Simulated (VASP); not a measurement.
Runs of VASP 6.6.1 on SnSe. The structure is that of space group P4/nmm (No. 129), or close to it. The cells are those of the table. 

```csv
level,potentials or basis,cell,gap on the mesh (eV),largest force (eV/Å)
r2SCAN,"VASP PAW PBE potentials, release 64 (Sn_d, Se)","a = 4.198, b = 4.198, c = 10.766 Å, 4 atoms",1.63,0.50
LDA,"VASP PAW LDA potentials, release 64 (Sn_d, Se)","a = 4.285, b = 4.285, c = 10.991 Å, 4 atoms",(b),0.22
PBEsol,"VASP PAW PBE potentials, release 64 (Sn_d, Se)","a = 4.285, b = 4.285, c = 10.991 Å, 4 atoms",1.47,0.09
r2SCAN,"VASP PAW PBE potentials, release 64 (Sn_d, Se)","a = 4.227, b = 4.227, c = 10.842 Å, 4 atoms",(a),0.32
PBEsol,"VASP PAW PBE potentials, release 64 (Sn_d, Se)","a = 4.342, b = 4.342, c = 11.135 Å, 4 atoms",1.50,0.34
r2SCAN,"VASP PAW PBE potentials, release 64 (Sn_d, Se)","a = 4.257, b = 4.257, c = 10.917 Å, 4 atoms",1.75,0.17
PBE,"VASP PAW PBE potentials, release 64 (Sn_d, Se)","a = 4.257, b = 4.257, c = 10.917 Å, 4 atoms",1.50,0.38
r2SCAN,"VASP PAW PBE potentials, release 64 (Sn_d, Se)","a = 4.369, b = 4.369, c = 11.206 Å, 4 atoms",1.83,0.37
```

Alike in all rows: task single point; no spin polarisation; k mesh 6 × 6 × 3; cutoff (eV) 520; smearing fermi-dirac 0.05 eV.

Task: Fill in the values left out.

Result: (a) 1.70; (b) 1.45.

Caveats: spin-orbit coupling is left out, which moves the levels of the heavy elements; the PAW data sets were made with another functional, which shifts forces and pressure a little (at least some runs).

A k mesh can miss the band edges, and the runs leave out spin-orbit coupling on Se, Sn.
